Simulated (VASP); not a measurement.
A run of VASP 6.6.1 is set up as follows.

Contents of INCAR:

```
PREC = Accurate
ENCUT = 500
EDIFF = 1E-6
ISMEAR = 1
SIGMA = 0.1
LREAL = F
LASPH = T
NELM = 120
ALGO = Normal
ISIF = 2
LWAVE = F
LCHARG = F
NBANDS = 30
GGA_COMPAT = F
```

KPOINTS

```
regular mesh
0
Gamma
  3 3 3
```

File POSCAR:

```
MoPt3
1.0
    3.9795210000      0.0000000000      0.0000000000
    0.0000000000      3.9795210000      0.0000000000
    0.0000000000      0.0000000000      3.9795210000
Mo Pt
1 3
Direct
    0.0000000000      0.0000000000      0.0000000000
    0.5000000000      0.5000000000      0.0000000000
    0.5000000000      0.0000000000      0.5000000000
    0.0000000000      0.5000000000      0.5000000000
```

Potentials or basis: VASP PAW LDA potentials, release 64 (Mo_sv, Pt).

The run is started by

```bash
$ cat potpaw_LDA.64/Mo_sv/POTCAR potpaw_LDA.64/Pt/POTCAR > POTCAR
$ mpirun -np 1 vasp_std > vasp.out
```

Problem. Predict the pressure.

Solution. -14.7 GPa.

Problem. Estimate the band gap on the k mesh.

Solution. Zero (band 22 reaches 12.49 eV, above the bottom of band 23 at 11.24 eV).

Caveat: the k points lie up to 0.53 Å⁻¹ apart; spin-orbit coupling is left out, which moves the levels of the heavy elements.
